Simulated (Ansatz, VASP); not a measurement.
# S: VASP beside Ansatz

```
S
1.0
     5.45570    3.14985    1.47989
    -5.45570    3.14985    1.47989
     0.00000   -6.29970    1.47989
S
6
Direct
  0.58871 0.35818 0.25390
  0.25390 0.58871 0.35818
  0.35818 0.25390 0.58871
  0.41129 0.64182 0.74610
  0.74610 0.41129 0.64182
  0.64182 0.74610 0.41129
```

Alike in both runs: functional r2SCAN; k mesh 5 × 5 × 5; occupations fermi-dirac, width 0.05 eV; no spin polarisation.

Ansatz relaxed the structure, and its values are those at the end. VASP's run is a single point on that final structure, the one shown.

|  | VASP | Ansatz |
| --- | --- | --- |
| version | VASP 6.6.1 | Ansatz 0.2.0 |
| potentials or method | VASP PAW PBE potentials, release 64 (S), cutoff 520 eV | plane waves (500 eV) with PAW, scalar-relativistic |
| valence electrons in the cell | 36 | 36 |

|  | VASP | Ansatz | Ansatz less VASP |
| --- | --- | --- | --- |
| pressure (GPa) | -0.5 | 0.0 | +0.51 |
| rms of the force components (eV/Å) | 0.076 | 0.001 | -0.0752 |

VASP's potentials were made for PBE, not for r2SCAN.
